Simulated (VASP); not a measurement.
# TiSi16 (a cell with a defect) in VASP: relaxation of the atoms with PBE

Aim: the relaxation of the atoms of TiSi16 (a cell with a defect) with PBE.

Everything below comes from runs of VASP 6.6.1. Logs are shortened: lines on timing, memory, paths and dates and some standing lists are left out, and cuts for length are marked.

### Step 1. The cell of the first run

The cell holds a defect, 17 atoms: a = 7.679 Å, b = 7.679 Å, c = 7.679 Å, α = 60.00°, β = 60.00°, γ = 60.00°.

### Step 2. Relaxation of the atoms, PBE

Input file INCAR:

```
PREC     = Accurate       # precision mode
ENCUT    = 520            # plane-wave cutoff, eV
EDIFF    = 1E-7           # SCF threshold, eV
ISMEAR   = 0              # smearing method
SIGMA    = 0.02           # smearing width, eV
LREAL    = Auto         
LASPH    = True           # aspherical terms in the spheres
NELM     = 100            # most SCF steps
ALGO     = Normal         # electronic algorithm
ISIF     = 2              # what is computed and relaxed
LWAVE    = False          # write WAVECAR
LCHARG   = False          # write CHGCAR
GGA      = PE             # functional
IBRION   = 2              # ionic algorithm
NSW      = 80             # ionic steps
EDIFFG   = -0.03          # ionic threshold
```

Input file KPOINTS:

```
regular mesh
0
Gamma
  2 2 2
```

Input file POSCAR:

```
TiSi16
1.0
    0.0000000000      5.4300000000      5.4300000000
    5.4300000000      0.0000000000      5.4300000000
    5.4300000000      5.4300000000      0.0000000000
Si Ti
16 1
Direct
    0.0000000000      0.0000000000      0.0000000000
    0.1250000000      0.1250000000      0.1250000000
    0.0000000000      0.0000000000      0.5000000000
    0.1250000000      0.1250000000      0.6250000000
    0.0000000000      0.5000000000      0.0000000000
    0.1250000000      0.6250000000      0.1250000000
    0.0000000000      0.5000000000      0.5000000000
    0.1250000000      0.6250000000      0.6250000000
    0.5000000000      0.0000000000      0.0000000000
    0.6250000000      0.1250000000      0.1250000000
    0.5000000000      0.0000000000      0.5000000000
    0.6250000000      0.1250000000      0.6250000000
    0.5000000000      0.5000000000      0.0000000000
    0.6250000000      0.6250000000      0.1250000000
    0.5000000000      0.5000000000      0.5000000000
    0.6250000000      0.6250000000      0.6250000000
    0.0782521000      0.3088406000      0.8060488000
```

Potentials or basis: VASP PAW PBE potentials, release 64 (Si, Ti_sv).

Started as:

```sh
cat potpaw_PBE.64/Si/POTCAR potpaw_PBE.64/Ti_sv/POTCAR > POTCAR
mpirun -np 1 vasp_std > vasp.out
```

OUTCAR:

```text
PREC = Accurate
   ENCUT = 520
   EDIFF = 1E-7
   ISMEAR = 0
   LREAL = Auto
   LASPH = True
   NELM = 100
   ISIF = 2
   GGA = PE
   IBRION = 2
   NSW = 80
   EDIFFG = -0.03

 ion  position               nearest neighbor table
   1  0.000  0.000  0.000-  17 2.28   4 2.35   6 2.35  10 2.35   2 2.35
   2  0.125  0.125  0.125-  17 2.24   3 2.35   5 2.35   9 2.35   1 2.35
   3  0.000  0.000  0.500-   2 2.35   4 2.35   8 2.35  12 2.35
   4  0.125  0.125  0.625-  17 2.24   3 2.35   7 2.35  11 2.35   1 2.35
   5  0.000  0.500  0.000-  17 2.27   6 2.35   8 2.35  14 2.35   2 2.35
   6  0.125  0.625  0.125-   1 2.35   5 2.35   7 2.35  13 2.35
   7  0.000  0.500  0.500-  17 2.26   6 2.35   8 2.35  16 2.35   4 2.35
   8  0.125  0.625  0.625-  17 2.23   5 2.35   7 2.35  15 2.35   3 2.35
   9  0.500  0.000  0.000-   2 2.35  10 2.35  12 2.35  14 2.35
  10  0.625  0.125  0.125-   1 2.35   9 2.35  11 2.35  13 2.35
  11  0.500  0.000  0.500-   4 2.35  10 2.35  12 2.35  16 2.35
  12  0.625  0.125  0.625-   3 2.35   9 2.35  11 2.35  15 2.35
  13  0.500  0.500  0.000-   6 2.35  10 2.35  14 2.35  16 2.35
  14  0.625  0.625  0.125-   5 2.35   9 2.35  13 2.35  15 2.35
  15  0.500  0.500  0.500-   8 2.35  12 2.35  14 2.35  16 2.35
  16  0.625  0.625  0.625-   7 2.35  11 2.35  13 2.35  15 2.35
  17  0.078  0.309  0.806-   8 2.23   4 2.24   2 2.24   7 2.26   5 2.27   1 2.28

  LATTYP: Found a face centered cubic cell.
 ALAT       =    10.8600000000

  Lattice vectors:

 A1 = (   0.0000000000,   5.4300000000,   5.4300000000)
 A2 = (   5.4300000000,   0.0000000000,   5.4300000000)
 A3 = (   5.4300000000,   5.4300000000,   0.0000000000)

Analysis of symmetry for initial positions (statically):
=====================================================================
 Subroutine PRICEL returns:
 Original cell was already a primitive cell.

 Routine SETGRP: Setting up the symmetry group for a
 face centered cubic supercell.

 Subroutine GETGRP returns: Found  1 space group operations
 (whereof  1 operations were pure point group operations)
 out of a pool of 48 trial point group operations.

The static configuration has the point symmetry C_1 .

Analysis of symmetry for dynamics (positions and initial velocities):
=====================================================================
 Subroutine PRICEL returns:
 Original cell was already a primitive cell.

 Routine SETGRP: Setting up the symmetry group for a
 face centered cubic supercell.

 Subroutine GETGRP returns: Found  1 space group operations
 (whereof  1 operations were pure point group operations)
 out of a pool of 48 trial point group operations.

The dynamic configuration has the point symmetry C_1 .
[... 117 lines left out ...]
   NFREE  =      1    steps in history (QN), initial steepest desc. (CG)
   ISIF   =      2    stress and relaxation
   ISYM   =      2    0-nonsym 1-usesym 2-fastsym
   POTIM  = 0.5000    time-step for ionic-motion
   TEBEG  =    0.0;   TEEND  =   0.0 temperature during run
   PSTRESS=    0.0 pullay stress
   NELECT =      76.0000    total number of electrons
   NUPDOWN=      -1.0000    fix difference up-down
   EMIN   =  10.00;   EMAX   =-10.00  energy-range for DOS
   EFERMI =   0.00;   METHOD = LEGACY
   ISMEAR =     0;   SIGMA  =   0.02  broadening in eV -4-tet -1-fermi 0-gaus
   EFERMI_NEDOS =   21; number of points for ismear=-14 and -15
   IALGO  =     38    algorithm
   IMIX   =      4    mixing-type and parameters
     AMIX     =   0.40;   BMIX     =  1.00
     AMIX_MAG =   1.60;   BMIX_MAG =  1.00
  volume/ion in A,a.u.               =      18.84       127.11
  Fermi-wavevector in a.u.,A,eV,Ry     =   1.013607  1.915439 13.978610  1.027399
  Thomas-Fermi vector in A             =   2.146786
   LORBIT       =      0    0 simple, 1 ext, 2 COOP (PROOUT), +10 PAW based schemes
   GGA     = PE    functional components
   LHFCALC =     F    Hartree Fock is set to
   AEXX    =    0.0000 exact exchange contribution
   IVDW    =     0    specifies the selected vdW correction
   LEPSILON=     F    determine dielectric tensor
   LRPA    =     F    only Hartree local field effects (RPA)
 conjugate gradient relaxation of ions
 non-spin polarized calculation
 Gauss-broadening in eV      SIGMA  =   0.02
  energy-cutoff  :      520.00
  volume of cell :      320.21
 maximum number of plane-waves:      8646
 NGX is ok and might be reduce to    60
   NGX = 29   NGY = 29   NGZ = 29

--------------------------------------- Ionic step        1  -------------------------------------------

 number of electron      76.0000003 magnetization

 Free energy of the ion-electron system (eV)
  ---------------------------------------------------
  ext. energy  EPLUGINS =         0.00000000
  ---------------------------------------------------
  free energy    TOTEN  =       -88.98364555 eV

  energy without entropy =      -88.97682219  energy(sigma->0) =      -88.98023387

------------------------ aborting loop because EDIFF is reached ----------------------------------------

  FORCE on cell =-STRESS in cart. coord.  units (eV):
  Direction    XX          YY          ZZ          XY          YZ          ZX
  --------------------------------------------------------------------------------------
  -------------------------------------------------------------------------------------
  Total       18.1801867     18.1879898     18.1733097      3.7699447     -3.8167004      3.8360883
  in kB       90.9660710     91.0051144     90.9316611     18.8632305    -19.0971766     19.1941859
  external PRESSURE =      90.9676155 kB  Pullay stress =       0.0000000 kB
[... 134 lines left out ...]
  FREE ENERGIE OF THE ION-ELECTRON SYSTEM (eV)
  ---------------------------------------------------
  free  energy   TOTEN  =       -90.2843104254 eV

  energy  without entropy=      -90.2840194114  energy(sigma->0) =      -90.28416492

[... ionic steps 4 to 46 ...]

--------------------------------------- Ionic step       47  -------------------------------------------

 number of electron      76.0000003 magnetization

------------------------ aborting loop because EDIFF is reached ----------------------------------------
[... 97 lines left out ...]
--------------------------------------- Ionic step       49  -------------------------------------------

 number of electron      76.0000003 magnetization

 Free energy of the ion-electron system (eV)
  ---------------------------------------------------
  ext. energy  EPLUGINS =         0.00000000
  ---------------------------------------------------
  free energy    TOTEN  =       -92.20201634 eV

  energy without entropy =      -92.19670767  energy(sigma->0) =      -92.19936201

 E-fermi :   6.9439     XC(G=0):  -9.7515

 val. band max:        6.8914365407   @ k =   0.5000   0.0000   0.5000
 cond. band min:       6.9512712275   @ k =   0.5000   0.0000   0.0000
 fundamental gap:      0.0598346868
 Fermi energy:         6.9438730068

 k-point     1 :       0.0000    0.0000    0.0000
  band No.  band energies     occupation
      1     -49.8845      2.00000
      2     -26.2657      2.00000
      3     -26.2529      2.00000
      4     -26.2505      2.00000
      5      -5.7207      2.00000
      6      -3.5127      2.00000
[... 433 lines left out ...]
  FREE ENERGIE OF THE ION-ELECTRON SYSTEM (eV)
  ---------------------------------------------------
  free  energy   TOTEN  =       -92.2020163379 eV

  energy  without entropy=      -92.1967076727  energy(sigma->0) =      -92.19936201

 reached required accuracy - stopping structural energy minimisation
```

CONTCAR:

```text
TiSi16
   1.00000000000000
     0.0000000000000000    5.4299999999999997    5.4299999999999997
     5.4299999999999997    0.0000000000000000    5.4299999999999997
     5.4299999999999997    5.4299999999999997    0.0000000000000000
  Si              Ti
    16     1
Direct
     0.9871326002312318    0.9989480782781784    0.0069944430747782
     0.1092637337659351    0.1249226033631419    0.1411486815360923
     0.9901490033014543    0.0031719629294101    0.5034239336372932
     0.1093440837043944    0.1250407550504555    0.6246193042016961
     0.9870694259727559    0.5070807123601861    0.0071105936409349
     0.1220703085299168    0.6261554727200009    0.1258312038062889
[... 9 lines left out ...]
     0.6135900166105773    0.6274054345154935    0.6317485673635260
     0.2392350090405187    0.2536176589333488    0.7535628440551457

  0.00000000E+00  0.00000000E+00  0.00000000E+00
  0.00000000E+00  0.00000000E+00  0.00000000E+00
  0.00000000E+00  0.00000000E+00  0.00000000E+00
  0.00000000E+00  0.00000000E+00  0.00000000E+00
  0.00000000E+00  0.00000000E+00  0.00000000E+00
  0.00000000E+00  0.00000000E+00  0.00000000E+00
[... 9 lines left out ...]
  0.00000000E+00  0.00000000E+00  0.00000000E+00
  0.00000000E+00  0.00000000E+00  0.00000000E+00
```

Wall time 2.2 h (1 thread of Oxide Virtual Turin-like, shared host); peak memory 0.53 GiB.

What came out:

- Free energy: -92.2020 eV
- Energy gained by relaxing: 189.3 meV/atom
- Ionic steps: 49
- Pressure after relaxing: 4.0 GPa
- Largest force after relaxing: 0.015 eV/Å
- Band gap on the k mesh: zero (bands 38 and 39 overlap by 0.41 eV)

Forces in eV/Å, atoms in the order of the input:
```
Si   0.001  0.001  0.013
Si  -0.007 -0.001  0.009
Si   0.002  0.004 -0.007
Si  -0.002  0.003  0.006
Si  -0.012  0.005  0.002
Si   0.008 -0.008 -0.010
Si  -0.006  0.010  0.004
Si  -0.004  0.002  0.003
Si   0.004  0.003 -0.006
Si   0.005 -0.005  0.011
Si  -0.004 -0.003 -0.006
Si   0.006 -0.007 -0.006
Si   0.004 -0.004 -0.006
Si  -0.007 -0.006 -0.005
Si   0.004 -0.004  0.006
Si   0.005  0.005 -0.005
Ti   0.002  0.004 -0.003
```

Stress tensor (GPa, compression positive):
```
 4.02  0.06  0.04
 0.06  4.02 -0.05
 0.04 -0.05  4.03
```

The path:
| step | energy change (eV) | largest force (eV/Å) | pressure (GPa) |
| --- | --- | --- | --- |
| 1 | 0.0000 | 3.6337 | 9.10 |
| 3 | -1.3007 | 1.0074 | 7.35 |
| 5 | -1.3733 | 0.5214 | 7.20 |
| 7 | -1.4034 | 0.3654 | 7.03 |
| 9 | -1.4549 | 0.6101 | 6.63 |
| 11 | -1.5449 | 1.3296 | 6.23 |
| 13 | -2.0050 | 1.5440 | 4.71 |
| 15 | -2.0212 | 1.3989 | 4.57 |
| 17 | -2.0562 | 1.1794 | 4.18 |
| 19 | -2.0818 | 1.3496 | 3.94 |
| 21 | -2.1378 | 1.6066 | 3.68 |
| 23 | -2.2567 | 1.4085 | 3.13 |
| 25 | -2.3728 | 1.0814 | 3.20 |
| 27 | -2.6064 | 2.3710 | 3.65 |
| 29 | -2.7608 | 1.0977 | 3.46 |
| 31 | -2.8533 | 0.5626 | 3.59 |
| 33 | -3.0129 | 0.6071 | 3.52 |
| 35 | -3.0937 | 0.4567 | 3.55 |
| 37 | -3.1253 | 0.5019 | 3.69 |
| 39 | -3.1823 | 0.2458 | 3.91 |
| 41 | -3.2041 | 0.1599 | 4.00 |
| 43 | -3.2137 | 0.0922 | 4.02 |
| 45 | -3.2171 | 0.0531 | 4.02 |
| 47 | -3.2182 | 0.0308 | 4.03 |
| 49 | -3.2184 | 0.0154 | 4.02 |

Final structure:
```cif
data_structure
_symmetry_space_group_name_H-M 'P 1'
_symmetry_Int_Tables_number 1
_cell_length_a 7.6792
_cell_length_b 7.6792
_cell_length_c 7.6792
_cell_angle_alpha 60.000
_cell_angle_beta 60.000
_cell_angle_gamma 60.000
_cell_volume 320.21
loop_
_atom_site_label
_atom_site_type_symbol
_atom_site_fract_x
_atom_site_fract_y
_atom_site_fract_z
_atom_site_occupancy
Si1 Si 0.98713 0.99895 0.00699 1
Si2 Si 0.10926 0.12492 0.14115 1
Si3 Si 0.99015 0.00317 0.50342 1
Si4 Si 0.10934 0.12504 0.62462 1
Si5 Si 0.98707 0.50708 0.00711 1
Si6 Si 0.12207 0.62616 0.12583 1
Si7 Si 0.98703 0.50719 0.49860 1
Si8 Si 0.10938 0.64093 0.62475 1
Si9 Si 0.49224 0.00087 0.00616 1
Si10 Si 0.61356 0.13198 0.12718 1
Si11 Si 0.49233 0.00087 0.50062 1
Si12 Si 0.62742 0.12431 0.62409 1
Si13 Si 0.49248 0.50268 0.00236 1
Si14 Si 0.61358 0.62740 0.12719 1
Si15 Si 0.49238 0.50626 0.50065 1
Si16 Si 0.61359 0.62741 0.63175 1
Ti1 Ti 0.23924 0.25362 0.75356 1
```

Caveat: the k points lie up to 0.50 Å⁻¹ apart.

The gap in the log of VASP goes by the Fermi energy; the results here count the filled bands.